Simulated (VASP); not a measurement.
# Sb in VASP: single point with PBE+D3(BJ)

Aim: the single point of Sb with PBE+D3(BJ).

All numbers are computed with VASP 6.6.1; they aren't measurements. Logs are shortened: lines on timing, memory, paths and dates and some standing lists are left out, and cuts for length are marked.

## 1. The cell of the first run

The cell holds a slab with vacuum, 12 atoms: a = 6.123 Å, b = 8.659 Å, c = 20.330 Å, α = 90.00°, β = 90.00°, γ = 90.00°.

## 2. Single point, PBE+D3(BJ)

Input file INCAR:

```
SYSTEM = Sb
PREC = Accurate
ENCUT = 520
EDIFF = 1E-6
ISMEAR = 0
SIGMA = 0.1
LREAL = .False.
LASPH = .True.
NELM = 100
ALGO = Normal
ISIF = 2
LWAVE = .False.
LCHARG = .False.
LDIPOL = .True.
IDIPOL = 3
DIPOL = 0.5 0.5 0.499
GGA = PE
IVDW = 12
NBANDS = 42
```

Input file KPOINTS:

```
regular mesh
0
Gamma
  3 2 1
  0 0 0
```

Input file POSCAR:

```
Sb
1.0
    6.1229478380      0.0000000000      0.0000000000
    0.0000000000      8.6591558742      0.0000000000
    0.0000000000      0.0000000000     20.3295779371
Sb
12
Direct
    0.0000000000      0.2500000000      0.3935153019
    0.0000000000      0.7500000000      0.3935153019
    0.5000000000      0.2500000000      0.3935153019
    0.5000000000      0.7500000000      0.3935153019
    0.0000000000      0.5000000000      0.4987390626
    0.0000000000      0.0000000000      0.4987390626
    0.5000000000      0.5000000000      0.4987390626
    0.5000000000      0.0000000000      0.4987390626
    0.0000000000      0.7500000000      0.6039348583
    0.0000000000      0.2500000000      0.6039348583
    0.5000000000      0.7500000000      0.6039348583
    0.5000000000      0.2500000000      0.6039348583
```

Potentials or basis: VASP PAW PBE potentials, release 64 (Sb).

Started as:

```
cat potpaw_PBE.64/Sb/POTCAR > POTCAR
mpirun -np 1 vasp_std > vasp.out
```

OUTCAR:

```text
SYSTEM = Sb
   PREC = Accurate
   ENCUT = 520
   EDIFF = 1E-6
   ISMEAR = 0
   LREAL = .False.
   LASPH = .True.
   NELM = 100
   ISIF = 2
   GGA = PE
   IVDW = 12
 IVDW          = 12

 ion  position               nearest neighbor table
   1  0.000  0.250  0.394-   5 3.04   6 3.04   3 3.06   3 3.06
   2  0.000  0.750  0.394-   5 3.04   6 3.04   4 3.06   4 3.06
   3  0.500  0.250  0.394-   7 3.04   8 3.04   1 3.06   1 3.06
   4  0.500  0.750  0.394-   7 3.04   8 3.04   2 3.06   2 3.06
   5  0.000  0.500  0.499-   9 3.04  10 3.04   1 3.04   2 3.04   7 3.06   7 3.06
   6  0.000  0.000  0.499-   9 3.04  10 3.04   1 3.04   2 3.04   8 3.06   8 3.06
   7  0.500  0.500  0.499-  11 3.04  12 3.04   3 3.04   4 3.04   5 3.06   5 3.06
   8  0.500  0.000  0.499-  11 3.04  12 3.04   3 3.04   4 3.04   6 3.06   6 3.06
   9  0.000  0.750  0.604-   5 3.04   6 3.04  11 3.06  11 3.06
  10  0.000  0.250  0.604-   5 3.04   6 3.04  12 3.06  12 3.06
  11  0.500  0.750  0.604-   7 3.04   8 3.04   9 3.06   9 3.06
  12  0.500  0.250  0.604-   7 3.04   8 3.04  10 3.06  10 3.06

  LATTYP: Found a simple orthorhombic cell.
 ALAT       =     6.1229478380
 B/A-ratio  =     1.4142135624
 C/A-ratio  =     3.3202271969

  Lattice vectors:

 A1 = (   6.1229478380,   0.0000000000,   0.0000000000)
 A2 = (   0.0000000000,   8.6591558742,   0.0000000000)
 A3 = (   0.0000000000,   0.0000000000,  20.3295779371)

Analysis of symmetry for initial positions (statically):
=====================================================================
 Subroutine PRICEL returns following result:

  LATTYP: Found a simple orthorhombic cell.
 ALAT       =     3.0614739190
 B/A-ratio  =     1.4142135624
 C/A-ratio  =     6.6404543939

  Lattice vectors:

 A1 = (   3.0614739190,   0.0000000000,   0.0000000000)
 A2 = (   0.0000000000,   4.3295779371,   0.0000000000)
 A3 = (   0.0000000000,   0.0000000000,  20.3295779371)

   4 primitive cells build up your supercell.

 Routine SETGRP: Setting up the symmetry group for a
 simple orthorhombic supercell.

 Subroutine GETGRP returns: Found  4 space group operations
 (whereof  4 operations were pure point group operations)
 out of a pool of  8 trial point group operations.

The static configuration has the point symmetry C_2v.

Analysis of symmetry for dynamics (positions and initial velocities):
=====================================================================
 Subroutine PRICEL returns following result:

  LATTYP: Found a simple orthorhombic cell.
 ALAT       =     3.0614739190
 B/A-ratio  =     1.4142135624
 C/A-ratio  =     6.6404543939

  Lattice vectors:

 A1 = (   3.0614739190,   0.0000000000,   0.0000000000)
 A2 = (   0.0000000000,   4.3295779371,   0.0000000000)
 A3 = (   0.0000000000,   0.0000000000,  20.3295779371)

   4 primitive cells build up your supercell.

 Routine SETGRP: Setting up the symmetry group for a
 simple orthorhombic supercell.

 Subroutine GETGRP returns: Found  4 space group operations
 (whereof  4 operations were pure point group operations)
 out of a pool of  8 trial point group operations.

The dynamic configuration has the point symmetry C_2v.

 Subroutine INISYM returns: Found  4 space group operations
 (whereof  4 operations are pure point group operations),
 and found     4 'primitive' translations

----------------------------------------------------------------------------------------

                                     Primitive cell

  volume of cell :     269.4663

  direct lattice vectors                    reciprocal lattice vectors
     3.061473919  0.000000000  0.000000000     0.326640052  0.000000000  0.000000000
     0.000000000  4.329577937  0.000000000     0.000000000  0.230969396  0.000000000
     0.000000000  0.000000000 20.329577937     0.000000000  0.000000000  0.049189413

  length of vectors
     3.061473919  4.329577937 20.329577937     0.326640052  0.230969396  0.049189413

  position of ions in fractional coordinates (direct lattice)
     0.000000000  0.500000000  0.393515302
     0.000000000  0.000000000  0.498739063
     0.000000000  0.500000000  0.603934858

  ion indices of the primitive-cell ions
   primitive index   ion index
                 1           1
                 2           5
                 3          10

----------------------------------------------------------------------------------------

 KPOINTS: regular mesh

Automatic generation of k-mesh.
 Grid dimensions read from file:
 generate k-points for:    3    2    1

 Generating k-lattice:

  Cartesian coordinates                     Fractional coordinates (reciprocal lattice)
     0.054440009  0.000000000  0.000000000     0.333333333  0.000000000  0.000000000
     0.000000000  0.057742349  0.000000000     0.000000000  0.500000000  0.000000000
     0.000000000  0.000000000  0.049189413     0.000000000  0.000000000  1.000000000

  Length of vectors
     0.054440009  0.057742349  0.049189413

  Shift w.r.t. Gamma in fractional coordinates (k-lattice)
     0.000000000  0.000000000  0.000000000

 Subroutine IBZKPT returns following result:
 ===========================================

 Found      4 irreducible k-points:

 Following reciprocal coordinates:
            Coordinates               Weight
  0.000000  0.000000  0.000000      1.000000
  0.333333  0.000000  0.000000      2.000000
  0.000000  0.500000  0.000000      1.000000
  0.333333  0.500000  0.000000      2.000000
   k-points           NKPTS =      4   k-points in BZ     NKDIM =      4   number of bands    NBANDS=     42
   number of dos      NEDOS =    301   number of ions     NIONS =     12
   total plane-waves  NPLWV = 491520
   dimension x,y,z NGX =    48 NGY =   64 NGZ =  160
   dimension x,y,z NGXF=    96 NGYF=  128 NGZF=  320
   ions per type =              12
   NGX,Y,Z   is equivalent  to a cutoff of  13.03, 12.29, 13.08 a.u.
   NGXF,Y,Z  is equivalent  to a cutoff of  26.07, 24.57, 26.17 a.u.
 SYSTEM =  Sb
   PREC   = accura    normal or accurate (medium, high low for compatibility)
   ISTART =      0    job   : 0-new  1-cont  2-samecut
   ICHARG =      2    charge: 1-file 2-atom 10-const
   ISPIN  =      1    spin polarized calculation?
   LNONCOLLINEAR =      F non collinear calculations
   LSORBIT =      F    spin-orbit coupling
   LASPH  =      T    aspherical Exc in radial PAW
   ENCUT  =  520.0 eV  38.22 Ry    6.18 a.u.  11.38 16.10 37.80*2*pi/ulx,y,z
   NELM   =    100;   NELMIN=  2; NELMDL= -5     # of ELM steps
   EDIFF  = 0.1E-05   stopping-criterion for ELM
   LREAL  =      F    real-space projection
   EDIFFG = 0.1E-04   stopping-criterion for IOM
   NSW    =      0    number of steps for IOM
   IBRION =     -1    ionic relax: 0-MD 1-quasi-New 2-CG
   NFREE  =      0    steps in history (QN), initial steepest desc. (CG)
   ISIF   =      2    stress and relaxation
   ISYM   =      2    0-nonsym 1-usesym 2-fastsym
   POTIM  = 0.5000    time-step for ionic-motion
   TEBEG  =    0.0;   TEEND  =   0.0 temperature during run
   PSTRESS=    0.0 pullay stress
   NELECT =      60.0000    total number of electrons
   NUPDOWN=      -1.0000    fix difference up-down
   EMIN   =  10.00;   EMAX   =-10.00  energy-range for DOS
   EFERMI =   0.00;   METHOD = LEGACY
   ISMEAR =     0;   SIGMA  =   0.10  broadening in eV -4-tet -1-fermi 0-gaus
   EFERMI_NEDOS =   21; number of points for ismear=-14 and -15
   IALGO  =     38    algorithm
   IMIX   =      4    mixing-type and parameters
     AMIX     =   0.40;   BMIX     =  1.00
     AMIX_MAG =   1.60;   BMIX_MAG =  1.00
  volume/ion in A,a.u.               =      89.82       606.15
  Fermi-wavevector in a.u.,A,eV,Ry     =   0.625082  1.181234  5.316173  0.390728
  Thomas-Fermi vector in A             =   1.685864
   LORBIT       =      0    0 simple, 1 ext, 2 COOP (PROOUT), +10 PAW based schemes
   GGA     = PE    functional components
   LHFCALC =     F    Hartree Fock is set to
   AEXX    =    0.0000 exact exchange contribution
   IVDW    =    12    specifies the selected vdW correction
   LEPSILON=     F    determine dielectric tensor
   LRPA    =     F    only Hartree local field effects (RPA)
 non-spin polarized calculation
 Gauss-broadening in eV      SIGMA  =   0.10
  energy-cutoff  :      520.00
  volume of cell :     1077.87
 maximum number of plane-waves:     29068
 NGX is ok and might be reduce to    48
   NGX = 23   NGY = 33   NGZ = 75

 dipolmoment           0.000000      0.000000      0.000200 electrons x Angstroem

 number of electron      59.9999991 magnetization

 dipolmoment           0.000000      0.000000     -0.000046 electrons x Angstroem

 Free energy of the ion-electron system (eV)
  ---------------------------------------------------
  ext. energy  EPLUGINS =         0.00000000
  ---------------------------------------------------
  free energy    TOTEN  =       -46.60832073 eV

  energy without entropy =      -46.53541485  energy(sigma->0) =      -46.57186779

 E-fermi :  -0.6980     XC(G=0):  -3.9137

 val. band max:       -0.7144308355   @ k =   0.3333   0.0000   0.0000
 cond. band min:      -0.6603450287   @ k =   0.3333   0.5000   0.0000
 fundamental gap:      0.0540858068
 Fermi energy:        -0.6980363596

 k-point     1 :       0.0000    0.0000    0.0000
  band No.  band energies     occupation
      1     -12.6411      2.00000
      2     -11.0921      2.00000
      3     -10.8522      2.00000
      4     -10.8133      2.00000
      5     -10.2955      2.00000
      6     -10.0702      2.00000
[... 34 lines left out ...]
     41       2.7547      0.00000
     42       3.0044      0.00000

 k-point     2 :       0.3333    0.0000    0.0000
  band No.  band energies     occupation
      1     -12.2253      2.00000
      2     -11.0715      2.00000
      3     -10.6726      2.00000
      4     -10.4311      2.00000
      5     -10.3938      2.00000
      6      -9.8703      2.00000
[... 34 lines left out ...]
     41       1.8140      0.00000
     42       1.9765      0.00000

 k-point     3 :       0.0000    0.5000    0.0000
  band No.  band energies     occupation
      1     -12.1986      2.00000
      2     -12.1986      2.00000
      3     -10.6020      2.00000
      4     -10.6020      2.00000
      5      -9.6125      2.00000
      6      -9.6125      2.00000
[... 34 lines left out ...]
     41       3.4433      0.00000
     42       3.4433      0.00000

 k-point     4 :       0.3333    0.5000    0.0000
  band No.  band energies     occupation
      1     -11.7820      2.00000
      2     -11.7820      2.00000
      3     -10.6238      2.00000
      4     -10.6238      2.00000
      5     -10.1793      2.00000
      6     -10.1793      2.00000
[... 34 lines left out ...]
     41       2.3920      0.00000
     42       2.3920      0.00000

------------------------ aborting loop because EDIFF is reached ----------------------------------------

 vacuum level on the upper side and lower side of the slab       (xc-potential included)        -0.103        -0.105

 Edisp (eV)   -3.83731

 E8    (eV) :    -1.8742

  FORCE on cell =-STRESS in cart. coord.  units (eV):
  Direction    XX          YY          ZZ          XY          YZ          ZX
  --------------------------------------------------------------------------------------
  -------------------------------------------------------------------------------------
  Total     -13.68819    -1.33631     0.05799     0.00000     0.00000     0.00000
  in kB     -20.34662    -1.98635     0.08620     0.00000     0.00000     0.00000
  external pressure =       -7.42 kB  Pullay stress =        0.00 kB

 VOLUME and BASIS-vectors are now :
 -----------------------------------------------------------------------------
  energy-cutoff  :      520.00
  volume of cell :     1077.87
      direct lattice vectors                 reciprocal lattice vectors
     6.122947838  0.000000000  0.000000000     0.163320026  0.000000000  0.000000000
     0.000000000  8.659155874  0.000000000     0.000000000  0.115484698  0.000000000
     0.000000000  0.000000000 20.329577937     0.000000000  0.000000000  0.049189413

 POSITION                                       TOTAL-FORCE (eV/Angst)
 -----------------------------------------------------------------------------------
      0.00000      2.16479      8.00000        -0.000000      0.000000     -0.005365
      0.00000      6.49437      8.00000        -0.000000      0.000000     -0.005365
      3.06147      2.16479      8.00000        -0.000000     -0.000000     -0.005365
      3.06147      6.49437      8.00000        -0.000000      0.000000     -0.005365
      0.00000      4.32958     10.13915         0.000000      0.000000     -0.001388
      0.00000      0.00000     10.13915         0.000000     -0.000000     -0.001388
      3.06147      4.32958     10.13915         0.000000      0.000000     -0.001388
      3.06147      0.00000     10.13915        -0.000000      0.000000     -0.001388
      0.00000      6.49437     12.27774        -0.000000      0.000000      0.006753
      0.00000      2.16479     12.27774        -0.000000     -0.000000      0.006753
      3.06147      6.49437     12.27774         0.000000      0.000000      0.006753
      3.06147      2.16479     12.27774         0.000000     -0.000000      0.006753
 -----------------------------------------------------------------------------------
    total drift:                               -0.000000     -0.000000     -0.000021

  FREE ENERGIE OF THE ION-ELECTRON SYSTEM (eV)
  ---------------------------------------------------
  free  energy   TOTEN  =       -50.4456279327 eV

  energy  without entropy=      -50.3727220453  energy(sigma->0) =      -50.40917499

 vacuum level on the upper side and lower side of the slab         3.740         3.739
```

It took 5.7 min on 1 thread of Intel Xeon Platinum 8488C (Sapphire Rapids), shared host; peak memory 0.93 GiB.

What came out:

```
Free energy                : -50.4456 eV
Largest force              : 0.007 eV/Å
Band gap on the k mesh     : 0.05 eV
Dispersion energy per atom : -0.320 eV
```

Forces in eV/Å, atoms in the order of the input:
```
Sb   0.000  0.000 -0.005
Sb   0.000  0.000 -0.005
Sb   0.000  0.000 -0.005
Sb   0.000  0.000 -0.005
Sb   0.000  0.000 -0.001
Sb   0.000  0.000 -0.001
Sb   0.000  0.000 -0.001
Sb   0.000  0.000 -0.001
Sb   0.000  0.000  0.007
Sb   0.000  0.000  0.007
Sb   0.000  0.000  0.007
Sb   0.000  0.000  0.007
```

Caveat: spin-orbit coupling is left out, which moves the levels of the heavy elements.
